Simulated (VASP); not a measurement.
# BN (F-43m) in VASP: a series of runs

The runs below take BN through single point, relaxation of cell and atoms, with LDA.

All numbers are computed with VASP 6.6.1; they aren't measurements. Logs are shortened: lines on timing, memory, paths and dates and some standing lists are left out, and cuts for length are marked.

## Step 1: The cell of the first run

The structure is cubic, space group F-43m (No. 216). The conventional cell has a = 3.581 Å, b = 3.581 Å, c = 3.581 Å, α = 90.00°, β = 90.00°, γ = 90.00°. Within 2.1 Å of B (site symmetry -43m) lie 4 N at 1.55 Å. Within 2.1 Å of N (site symmetry -43m) lie 4 B at 1.55 Å.

## Step 2: Single point, LDA

File INCAR:

```
PREC = Accurate
ENCUT = 600
EDIFF = 1E-6
ISMEAR = 1
SIGMA = 0.02
LREAL = F
LASPH = T
NELM = 120
ALGO = Normal
ISIF = 2
LWAVE = F
LCHARG = F
NBANDS = 11
GGA_COMPAT = F
```

File KPOINTS:

```
regular mesh
0
Gamma
  12 12 12
```

File POSCAR:

```
BN
1.0
    0.0000000000      1.7902832461      1.7902832461
    1.7902832461      0.0000000000      1.7902832461
    1.7902832461      1.7902832461      0.0000000000
B N
1 1
Direct
    0.0000000000      0.0000000000      0.0000000000
    0.7500000000      0.7500000000      0.7500000000
```

Potentials or basis: VASP PAW LDA potentials, release 64 (B, N).

Command:

```console
> cat potpaw_LDA.64/B/POTCAR potpaw_LDA.64/N/POTCAR > POTCAR
> mpirun -np 1 vasp_std > vasp.out
```

OUTCAR:

```text
PREC = Accurate
   ENCUT = 600
   EDIFF = 1E-6
   ISMEAR = 1
   LREAL = F
   LASPH = T
   NELM = 120
   ISIF = 2

 ion  position               nearest neighbor table
   1  0.000  0.000  0.000-   2 1.55   2 1.55   2 1.55   2 1.55
   2  0.750  0.750  0.750-   1 1.55   1 1.55   1 1.55   1 1.55

  LATTYP: Found a face centered cubic cell.
 ALAT       =     3.5805664922

  Lattice vectors:

 A1 = (   0.0000000000,   1.7902832461,   1.7902832461)
 A2 = (   1.7902832461,   0.0000000000,   1.7902832461)
 A3 = (   1.7902832461,   1.7902832461,   0.0000000000)

Analysis of symmetry for initial positions (statically):
=====================================================================
 Subroutine PRICEL returns:
 Original cell was already a primitive cell.

 Routine SETGRP: Setting up the symmetry group for a
 face centered cubic supercell.

 Subroutine GETGRP returns: Found 24 space group operations
 (whereof 24 operations were pure point group operations)
 out of a pool of 48 trial point group operations.

The static configuration has the point symmetry T_d .

Analysis of symmetry for dynamics (positions and initial velocities):
=====================================================================
 Subroutine PRICEL returns:
 Original cell was already a primitive cell.

 Routine SETGRP: Setting up the symmetry group for a
 face centered cubic supercell.

 Subroutine GETGRP returns: Found 24 space group operations
 (whereof 24 operations were pure point group operations)
 out of a pool of 48 trial point group operations.

The dynamic configuration has the point symmetry T_d .

 Subroutine INISYM returns: Found 24 space group operations
 (whereof 24 operations are pure point group operations),
 and found     1 'primitive' translations

----------------------------------------------------------------------------------------

                                     Primitive cell

  volume of cell :      11.4761

  direct lattice vectors                    reciprocal lattice vectors
     0.000000000  1.790283246  1.790283246    -0.279285415  0.279285415  0.279285415
     1.790283246  0.000000000  1.790283246     0.279285415 -0.279285415  0.279285415
     1.790283246  1.790283246  0.000000000     0.279285415  0.279285415 -0.279285415

  length of vectors
     2.531842847  2.531842847  2.531842847     0.483736529  0.483736529  0.483736529

  position of ions in fractional coordinates (direct lattice)
     0.000000000  0.000000000  0.000000000
     0.750000000  0.750000000  0.750000000

  ion indices of the primitive-cell ions
   primitive index   ion index
                 1           1
                 2           2

----------------------------------------------------------------------------------------

 KPOINTS: regular mesh

Automatic generation of k-mesh.
 Grid dimensions read from file:
 generate k-points for:   12   12   12

 Generating k-lattice:

  Cartesian coordinates                     Fractional coordinates (reciprocal lattice)
    -0.023273785  0.023273785  0.023273785     0.083333333  0.000000000  0.000000000
     0.023273785 -0.023273785  0.023273785     0.000000000  0.083333333  0.000000000
     0.023273785  0.023273785 -0.023273785     0.000000000  0.000000000  0.083333333

  Length of vectors
     0.040311377  0.040311377  0.040311377

  Shift w.r.t. Gamma in fractional coordinates (k-lattice)
     0.000000000  0.000000000  0.000000000

 Subroutine IBZKPT returns following result:
 ===========================================

 Found     72 irreducible k-points:

 Following reciprocal coordinates:
            Coordinates               Weight
  0.000000  0.000000  0.000000      1.000000
  0.083333  0.000000  0.000000      8.000000
  0.166667  0.000000  0.000000      8.000000
  0.250000  0.000000  0.000000      8.000000
  0.333333  0.000000  0.000000      8.000000
  0.416667  0.000000  0.000000      8.000000
[... 16 lines left out ...]
  0.500000  0.166667  0.000000     24.000000
 -0.416667  0.166667  0.000000     24.000000
 [... further k-points ...]
   k-points           NKPTS =     72   k-points in BZ     NKDIM =     72   number of bands    NBANDS=     11
   number of dos      NEDOS =    301   number of ions     NIONS =      2
   total plane-waves  NPLWV =   8000
   dimension x,y,z NGX =    20 NGY =   20 NGZ =   20
   dimension x,y,z NGXF=    40 NGYF=   40 NGZF=   40
   ions per type =               1   1
   NGX,Y,Z   is equivalent  to a cutoff of  13.13, 13.13, 13.13 a.u.
   NGXF,Y,Z  is equivalent  to a cutoff of  26.26, 26.26, 26.26 a.u.
 SYSTEM =  unknown system
   PREC   = accura    normal or accurate (medium, high low for compatibility)
   ISTART =      0    job   : 0-new  1-cont  2-samecut
   ICHARG =      2    charge: 1-file 2-atom 10-const
   ISPIN  =      1    spin polarized calculation?
   LNONCOLLINEAR =      F non collinear calculations
   LSORBIT =      F    spin-orbit coupling
   LASPH  =      T    aspherical Exc in radial PAW
   ENCUT  =  600.0 eV  44.10 Ry    6.64 a.u.   5.06  5.06  5.06*2*pi/ulx,y,z
   NELM   =    120;   NELMIN=  2; NELMDL= -5     # of ELM steps
   EDIFF  = 0.1E-05   stopping-criterion for ELM
   LREAL  =      F    real-space projection
   EDIFFG = 0.1E-04   stopping-criterion for IOM
   NSW    =      0    number of steps for IOM
   IBRION =     -1    ionic relax: 0-MD 1-quasi-New 2-CG
   NFREE  =      0    steps in history (QN), initial steepest desc. (CG)
   ISIF   =      2    stress and relaxation
   ISYM   =      2    0-nonsym 1-usesym 2-fastsym
   POTIM  = 0.5000    time-step for ionic-motion
   TEBEG  =    0.0;   TEEND  =   0.0 temperature during run
   PSTRESS=    0.0 pullay stress
   NELECT =       8.0000    total number of electrons
   NUPDOWN=      -1.0000    fix difference up-down
   EMIN   =  10.00;   EMAX   =-10.00  energy-range for DOS
   EFERMI =   0.00;   METHOD = LEGACY
   ISMEAR =     1;   SIGMA  =   0.02  broadening in eV -4-tet -1-fermi 0-gaus
   EFERMI_NEDOS =   21; number of points for ismear=-14 and -15
   IALGO  =     38    algorithm
   IMIX   =      4    mixing-type and parameters
     AMIX     =   0.40;   BMIX     =  1.00
     AMIX_MAG =   1.60;   BMIX_MAG =  1.00
  volume/ion in A,a.u.               =       5.74        38.72
  Fermi-wavevector in a.u.,A,eV,Ry     =   1.451576  2.743081 28.668463  2.107073
  Thomas-Fermi vector in A             =   2.569057
   LORBIT       =      0    0 simple, 1 ext, 2 COOP (PROOUT), +10 PAW based schemes
   GGA     = CA    functional components
   LHFCALC =     F    Hartree Fock is set to
   AEXX    =    0.0000 exact exchange contribution
   IVDW    =     0    specifies the selected vdW correction
   LEPSILON=     F    determine dielectric tensor
   LRPA    =     F    only Hartree local field effects (RPA)
 non-spin polarized calculation
 Methfessel and Paxton  Order N= 1 SIGMA  =   0.02
  energy-cutoff  :      600.00
  volume of cell :       11.48
 maximum number of plane-waves:       392
   NGX = 11   NGY = 11   NGZ = 11

 number of electron       7.9999999 magnetization

 Free energy of the ion-electron system (eV)
  ---------------------------------------------------
  ext. energy  EPLUGINS =         0.00000000
  ---------------------------------------------------
  free energy    TOTEN  =       -19.41630886 eV

  energy without entropy =      -19.41630886  energy(sigma->0) =      -19.41630886

 E-fermi :   7.8566     XC(G=0): -13.2434

 val. band max:        7.7513711103   @ k =   0.0000   0.0000   0.0000
 cond. band min:      12.1288196609   @ k =   0.5000   0.5000   0.0000
 fundamental gap:      4.3774485505
 Fermi energy:         7.8565582393

 k-point     1 :       0.0000    0.0000    0.0000
  band No.  band energies     occupation
      1     -12.6465      2.00000
      2       7.7514      2.00000
      3       7.7514      2.00000
      4       7.7514      2.00000
      5      16.5705      0.00000
      6      16.5705      0.00000
      7      16.5705      0.00000
      8      18.6616      0.00000
      9      32.7874      0.00000
     10      35.8945      0.00000
     11      35.8945      0.00000

 k-point     2 :       0.0833    0.0000    0.0000
  band No.  band energies     occupation
      1     -12.4730      2.00000
      2       6.8284      2.00000
      3       7.5635      2.00000
      4       7.5635      2.00000
      5      16.8399      0.00000
      6      16.8540      0.00000
      7      16.8540      0.00000
      8      19.1739      0.00000
      9      32.4626      0.00000
     10      33.5052      0.00000
     11      33.5052      0.00000

 k-point     3 :       0.1667    0.0000    0.0000
  band No.  band energies     occupation
      1     -11.9584      2.00000
      2       4.6971      2.00000
      3       7.1075      2.00000
      4       7.1075      2.00000
      5      17.2750      0.00000
      6      17.5089      0.00000
      7      17.5089      0.00000
      8      20.3953      0.00000
      9      31.7631      0.00000
     10      31.9089      0.00000
     11      31.9089      0.00000

 k-point     4 :       0.2500    0.0000    0.0000
  band No.  band energies     occupation
      1     -11.1243      2.00000
      2       2.1830      2.00000
      3       6.5835      2.00000
      4       6.5835      2.00000
      5      17.6818      0.00000
      6      18.1271      0.00000
      7      18.1271      0.00000
      8      21.6122      0.00000
      9      31.2061      0.00000
     10      31.4979      0.00000
     11      31.4979      0.00000
[... 239 lines left out ...]
 k-point    22 :       0.4167    0.1667    0.0000
  band No.  band energies     occupation
      1      -9.0938      2.00000
      2      -0.5839      2.00000
      3       4.5594      2.00000
      4       4.6924      2.00000
      5      16.2859      0.00000
      6      20.4355      0.00000
      7      20.7261      0.00000
      8      21.7035      0.00000
      9      28.2124      0.00000
     10      34.2866      0.00000
     11      36.4180      0.00000

 k-point    23 :       0.5000    0.1667    0.0000
  band No.  band energies     occupation
      1      -8.0563      2.00000
      2      -2.2225      2.00000
      3       3.9561      2.00000
      4       4.7699      2.00000
      5      16.6289      0.00000
      6      20.4237      0.00000
      7      20.4692      0.00000
      8      23.0106      0.00000
      9      28.5660      0.00000
     10      34.4627      0.00000
     11      35.5960      0.00000

 k-point    24 :      -0.4167    0.1667    0.0000
  band No.  band energies     occupation
      1      -7.8517      2.00000
      2      -2.5134      2.00000
      3       3.5395      2.00000
      4       5.0969      2.00000
      5      17.0806      0.00000
      6      20.0640      0.00000
      7      20.2946      0.00000
      8      23.6456      0.00000
      9      28.8486      0.00000
     10      33.2877      0.00000
     11      34.7246      0.00000

 [... further k-points ...]
[... 5 lines left out ...]
  --------------------------------------------------------------------------------------
  -------------------------------------------------------------------------------------
  Total        0.0541125      0.0541125      0.0541125      0.0000000      0.0000000      0.0000000
  in kB        7.5546311      7.5546311      7.5546311      0.0000000      0.0000000      0.0000000
  external PRESSURE =       7.5546311 kB  Pullay stress =       0.0000000 kB

 VOLUME and BASIS-vectors are now :
 -----------------------------------------------------------------------------
  energy-cutoff  :      600.00
  volume of cell :       11.48
      direct lattice vectors                 reciprocal lattice vectors
     0.000000000  1.790283246  1.790283246    -0.279285415  0.279285415  0.279285415
     1.790283246  0.000000000  1.790283246     0.279285415 -0.279285415  0.279285415
     1.790283246  1.790283246  0.000000000     0.279285415  0.279285415 -0.279285415

 POSITION                                       TOTAL-FORCE (eV/Angst)
 -----------------------------------------------------------------------------------
      0.00000      0.00000      0.00000        -0.000000      0.000000      0.000000
      2.68542      2.68542      2.68542         0.000000     -0.000000     -0.000000
 -----------------------------------------------------------------------------------
    total drift:                                0.000000      0.000000      0.000000

  FREE ENERGIE OF THE ION-ELECTRON SYSTEM (eV)
  ---------------------------------------------------
  free  energy   TOTEN  =       -19.4163088579 eV

  energy  without entropy=      -19.4163088579  energy(sigma->0) =      -19.41630886
```

It took 14 s on 1 thread of Intel Xeon 8259CL, shared host; peak memory 0.12 GiB.

Results:

```yaml
Free_energy: -19.4163 eV
Pressure: 0.8 GPa
Band_gap_on_the_k_mesh: 4.38 eV (least direct gap 8.82 eV)
```

## Step 3: Relaxation of cell and atoms, LDA

This run uses another cell than the first one, of 5.95 Å³/atom.

File INCAR:

```
SYSTEM = BN
ALGO = Normal
EDIFF = 1E-7
EDIFFG = -0.005
ENCUT = 600
GGA_COMPAT = .False.
IBRION = 2
ISIF = 3
ISMEAR = 1
LASPH = .True.
LCHARG = .False.
LREAL = .False.
LWAVE = .False.
NELM = 120
NELMIN = 4
NSW = 70
PREC = Accurate
SIGMA = 0.02
```

File KPOINTS:

```
k-points
0
Gamma
  12 12 12
  0 0 0
```

File POSCAR:

```
BN
1.0
    0.0000000000      1.8123485119      1.8123485119
    1.8123485119      0.0000000000      1.8123485119
    1.8123485119      1.8123485119      0.0000000000
B N
1 1
Direct
    0.0000000000      0.0000000000      0.0000000000
    0.7500000000      0.7500000000      0.7500000000
```

Potentials or basis: VASP PAW LDA potentials, release 64 (B, N).

Command:

```console
> cat potpaw_LDA.64/B/POTCAR potpaw_LDA.64/N/POTCAR > POTCAR
> mpirun -np 1 vasp_std > vasp.out
```

It took 25 s on 1 thread of Intel Xeon 8259CL, shared host; peak memory 0.12 GiB.

Results (log left out):

| Quantity | Value |
| --- | --- |
| Free energy | -19.4176 eV |
| Relaxed volume | 5.75 Å³/atom |
| Relaxed cell | a = 2.533 Å, b = 2.533 Å, c = 2.533 Å, α = 60.00°, β = 60.00°, γ = 60.00° |
| Space group after relaxing (to 0.1 Å) | F-43m (No. 216) |
| Energy gained by relaxing | 8.7 meV/atom |
| Ionic steps | 3 |
| Pressure after relaxing | -0.1 GPa |
| Band gap on the k mesh | 4.38 eV (least direct gap 8.81 eV) |

Step by step:
```tsv
step	energy change (eV)	largest force (eV/Å)	pressure (GPa)	volume (Å³)
1	0.0000	0.0000	-13.22	11.91
2	0.0026	0.0000	15.84	11.08
3	-0.0174	0.0000	-0.10	11.50
```

Final structure:
```
B N
1.0
     0.00000    1.79142    1.79142
     1.79142    0.00000    1.79142
     1.79142    1.79142    0.00000
B N
1 1
Direct
  0.00000 0.00000 0.00000
  0.75000 0.75000 0.75000
```

Levels at points of the mesh, in eV from the valence-band top:
| k point | band 1 | band 2 | band 3 | band 4 | band 5 | band 6 | band 7 | band 8 |
| --- | --- | --- | --- | --- | --- | --- | --- | --- |
| (0.00, 0.00, 0.00) | -20.38 | 0.00 | 0.00 | 0.00 | 8.81 | 8.81 | 8.81 | 10.88 |
| (0.50, 0.00, 0.00) | -15.96 | -10.96 | -2.00 | -2.00 | 10.56 | 10.71 | 10.71 | 15.29 |
| (0.50, 0.50, 0.00) | -14.55 | -9.06 | -5.06 | -5.06 | 4.38 | 9.30 | 18.11 | 18.11 |

A k mesh can miss the band edges.
